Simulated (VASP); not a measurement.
# MnS (Browneite) in VASP: further runs, part 3 of 3

VASP 6.6.1. The steps go on from the part before.

## 6. Single point, PBE, collinear spin, ferromagnetic start

This run uses another cell than the first one: it holds 4 atoms, not 2.

Contents of INCAR:

```
SYSTEM = MnS
PREC = Accurate
ENCUT = 520
EDIFF = 1E-6
ISMEAR = 0
SIGMA = 0.05
LREAL = .FALSE.
LASPH = .TRUE.
NELM = 150
ALGO = Normal
ISIF = 2
LWAVE = .FALSE.
LCHARG = .FALSE.
ISPIN = 2
MAGMOM = 5 5 0 0
LORBIT = 11
LMAXMIX = 4
GGA = PE
NBANDS = 31
```

Contents of KPOINTS:

```
Automatic mesh
0
G
  8 8 6
  0 0 0
```

Contents of POSCAR:

```
MnS
1.0
    0.0000000000      2.8223248450     -2.8223248450
    0.0000000000      2.8223248450      2.8223248450
    5.6446496900      0.0000000000      0.0000000000
Mn S
2 2
Direct
    0.0000000000      0.0000000000      0.0000000000
    0.5000000000      0.5000000000      0.5000000000
    0.0000000000      0.5000000000      0.2500000000
    0.5000000000      1.0000000000      0.7500000000
```

Potentials or basis: VASP PAW PBE potentials, release 64 (Mn_pv, S).

Run with:

```console
> cat potpaw_PBE.64/Mn_pv/POTCAR potpaw_PBE.64/S/POTCAR > POTCAR
> mpirun -np 1 vasp_std > vasp.out
```

OUTCAR:

```text
SYSTEM = MnS
   PREC = Accurate
   ENCUT = 520
   EDIFF = 1E-6
   ISMEAR = 0
   LREAL = .FALSE.
   LASPH = .TRUE.
   NELM = 150
   ISIF = 2
   ISPIN = 2
   LORBIT = 11
   GGA = PE

 ion  position               nearest neighbor table
   1  0.000  0.000  0.000-   3 2.44   4 2.44   3 2.44   4 2.44
   2  0.500  0.500  0.500-   3 2.44   4 2.44   4 2.44   3 2.44
   3  0.000  0.500  0.250-   1 2.44   2 2.44   1 2.44   2 2.44
   4  0.500  0.000  0.750-   1 2.44   2 2.44   2 2.44   1 2.44

  LATTYP: Found a simple tetragonal cell.
 ALAT       =     3.9913700732
 C/A-ratio  =     1.4142135624

  Lattice vectors:

 A1 = (   0.0000000000,   2.8223248450,  -2.8223248450)
 A2 = (   0.0000000000,   2.8223248450,   2.8223248450)
 A3 = (   5.6446496900,   0.0000000000,   0.0000000000)

Analysis of symmetry for initial positions (statically):
=====================================================================
 Subroutine PRICEL returns following result:

  LATTYP: Found a face centered cubic cell.
 ALAT       =     5.6446496900
[... 12 lines left out ...]
 Subroutine GETGRP returns: Found  8 space group operations
 (whereof  8 operations were pure point group operations)
 out of a pool of 16 trial point group operations.

The static configuration has the point symmetry D_2d.

Analysis of symmetry for dynamics (positions and initial velocities):
=====================================================================
 Subroutine PRICEL returns following result:

  LATTYP: Found a face centered cubic cell.
 ALAT       =     5.6446496900
[... 12 lines left out ...]
 Subroutine GETGRP returns: Found  8 space group operations
 (whereof  8 operations were pure point group operations)
 out of a pool of 16 trial point group operations.

The dynamic configuration has the point symmetry D_2d.

Analysis of structural, dynamic, and magnetic symmetry:
=====================================================================
 Subroutine PRICEL returns following result:

  LATTYP: Found a face centered cubic cell.
 ALAT       =     5.6446496900
[... 170 lines left out ...]
 cond. band min:       4.3960587636   @ k =   0.5000   0.5000   0.5000
 fundamental gap:      0.0860178850
 Fermi energy:         4.3673938993

 spin component 1

 k-point     1 :       0.0000    0.0000    0.0000
  band No.  band energies     occupation
      1     -46.4878      1.00000
      2     -46.4852      1.00000
      3     -46.4852      1.00000
      4     -46.4850      1.00000
      5     -46.4841      1.00000
      6     -46.4841      1.00000
[... 805 lines left out ...]
     30      10.5876      0.00000
     31      11.7498      0.00000

 [... further k-points ...]

 spin component 2

 k-point     1 :       0.0000    0.0000    0.0000
  band No.  band energies     occupation
      1     -41.8495      1.00000
      2     -41.8454      1.00000
      3     -41.8452      1.00000
      4     -41.8452      1.00000
      5     -41.8436      1.00000
      6     -41.8436      1.00000
[... 805 lines left out ...]
     30      11.5636      0.00000
     31      12.7562      0.00000

 [... further k-points ...]

------------------------ aborting loop because EDIFF is reached ----------------------------------------

  FORCE on cell =-STRESS in cart. coord.  units (eV):
  Direction    XX          YY          ZZ          XY          YZ          ZX
  --------------------------------------------------------------------------------------
  -------------------------------------------------------------------------------------
  Total        0.0753165      0.0668204      0.0668204      0.0000000      0.0000000     -0.0000000
  in kB        1.3418989      1.1905245      1.1905245      0.0000000      0.0000000     -0.0000000
  external PRESSURE =       1.2409827 kB  Pullay stress =       0.0000000 kB

 VOLUME and BASIS-vectors are now :
 -----------------------------------------------------------------------------
  energy-cutoff  :      520.00
  volume of cell :       89.93
      direct lattice vectors                 reciprocal lattice vectors
     0.000000000  2.822324845 -2.822324845     0.000000000  0.177158912 -0.177158912
     0.000000000  2.822324845  2.822324845     0.000000000  0.177158912  0.177158912
     5.644649690  0.000000000  0.000000000     0.177158912  0.000000000  0.000000000

 POSITION                                       TOTAL-FORCE (eV/Angst)
 -----------------------------------------------------------------------------------
      0.00000      0.00000      0.00000        -0.000000     -0.000000      0.000000
      2.82232      2.82232      0.00000         0.000000     -0.000000      0.000000
      1.41116      1.41116      1.41116        -0.000000      0.000000     -0.000000
      4.23349      1.41116     -1.41116        -0.000000      0.000000     -0.000000
 -----------------------------------------------------------------------------------
    total drift:                                0.000000      0.000000      0.000000

  FREE ENERGIE OF THE ION-ELECTRON SYSTEM (eV)
  ---------------------------------------------------
  free  energy   TOTEN  =       -28.1716401643 eV

  energy  without entropy=      -28.1704110553  energy(sigma->0) =      -28.17102561

 total charge

# of ion       s       p       d       tot
------------------------------------------
    1        0.257   6.203   4.892  11.352
    2        0.257   6.203   4.892  11.352
    3        1.314   2.445   0.000   3.759
    4        1.314   2.445   0.000   3.759
--------------------------------------------------
tot          3.141  17.297   9.784  30.222

 magnetization (x)

# of ion       s       p       d       tot
------------------------------------------
    1        0.049   0.064   4.259   4.373
    2        0.049   0.064   4.259   4.373
    3        0.012   0.082   0.000   0.094
    4        0.012   0.082   0.000   0.094
--------------------------------------------------
tot          0.122   0.293   8.519   8.933
```

Run time: 2.1 min. Hardware: 1 thread of Intel Xeon 6975P-C (Granite Rapids), shared host; peak memory 0.37 GiB.

What came out:

| Property | Result |
| --- | --- |
| Free energy | -28.1716 eV |
| Pressure | 0.1 GPa |
| Band gap on the k mesh | zero (filled and empty bands overlap) |
| Net moment | 9.96 μB per cell |
| Site moments | Mn +4.37; S +0.09 μB |
| Valence electrons inside the program's atomic spheres | Mn 11.35; S 3.76 |

Caveat: semilocal functionals often make such compounds metallic where correlation or magnetic order opens a gap, which also shifts bond lengths; only a ferromagnetic start was run, and an antiferromagnetic order may lie lower in energy. With open d or f shells a metallic result of PBE can be an artefact of self-interaction; +U or a hybrid may open a gap.

## 7. The runs side by side

| spin | cell | k mesh | gap on the mesh (eV) | pressure (GPa) | moment (μB) |
| --- | --- | --- | --- | --- | --- |
| off | a = 3.991 Å, angles 60.0°, 2 atoms | 10 × 10 × 10 | none | -21.1 | - |
| collinear, ferromagnetic start | a = 3.960 Å, angles 60.0°, 2 atoms | 10 × 10 × 10 | none | 1.2 | 4.93 |
| collinear, ferromagnetic start | a = 3.991 Å, angles 60.0°, 2 atoms | 10 × 10 × 10 | none | 0.1 | 4.97 |
| collinear, antiferromagnetic start | a = 3.911, b = 3.911, c = 5.377 Å, 4 atoms | 6 × 6 × 4 | 1.13 | 0.1 | 0.00 |
| collinear, ferromagnetic start | a = 3.991, b = 3.991, c = 5.645 Å, 4 atoms | 8 × 8 × 6 | none | 0.1 | 9.96 |

Alike in all rows: task single point; level PBE; potentials or basis VASP PAW PBE potentials, release 64 (Mn_pv, S); cutoff (eV) 520; smearing gaussian 0.05 eV.

Caveats: semilocal functionals often make such compounds metallic where correlation or magnetic order opens a gap, which also shifts bond lengths (some runs); a cell with one magnetic atom can't hold antiferromagnetic order, which such compounds often take (some runs).

Total energies depend on the potentials used, so only differences within one code and one set of settings carry meaning.
